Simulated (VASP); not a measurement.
Wanted: the native input for a VASP 6.6.1 run.

```
Task                   : single point
Functional             : PBE
Potentials or basis    : VASP PAW PBE potentials, release 64 (Zr_sv, H)
Cutoff                 : 500 eV
k mesh                 : 5 × 5 × 5
Occupations            : gaussian, width 0.2 eV
Spin                   : no spin polarisation
Dipole correction      : no
Further INCAR settings : ALGO = Normal; EDIFF = 1e-06; NBANDS = 18
```

The structure of ZrH5 lies in POSCAR:

```
ZrH5
1.0
   -2.4218752791      2.4218752791      1.7625271231
    2.4218752791     -2.4218752791      1.7625271231
    2.4218752791      2.4218752791     -1.7625271231
Zr H
1 5
Direct
    0.0000000000      0.0000000000      0.0000000000
    0.6162180787      0.7911034327      0.4073215113
    0.3837819213      0.2088965673      0.5926784887
    0.2088965673      0.6162180787      0.8251146460
    0.7911034327      0.3837819213      0.1748853540
    0.5000000000      0.5000000000      0.0000000000
```

The input as run:

INCAR

```
PREC = Accurate
ENCUT = 500
EDIFF = 1E-6
ISMEAR = 0
SIGMA = 0.2
LREAL = F
LASPH = T
NELM = 120
ALGO = Normal
ISIF = 2
LWAVE = F
LCHARG = F
GGA = PE
NBANDS = 18
GGA_COMPAT = F
```

KPOINTS

```
regular mesh
0
Gamma
  5 5 5
```

Potentials or basis: VASP PAW PBE potentials, release 64 (Zr_sv, H).

The run is started by

```console
$ cat potpaw_PBE.64/Zr_sv/POTCAR potpaw_PBE.64/H/POTCAR > POTCAR
$ mpirun -np 1 vasp_std > vasp.out
```

It gave:

```yaml
Pressure: -0.7 GPa
Largest_force: 0.020 eV/Å
```

Caveat: the k points lie up to 0.44 Å⁻¹ apart.

Wall time 15 s on 1 thread of AMD EPYC 7R43 64-Core Processor (Zen 3), with other jobs on the host, peak memory 0.13 GiB.
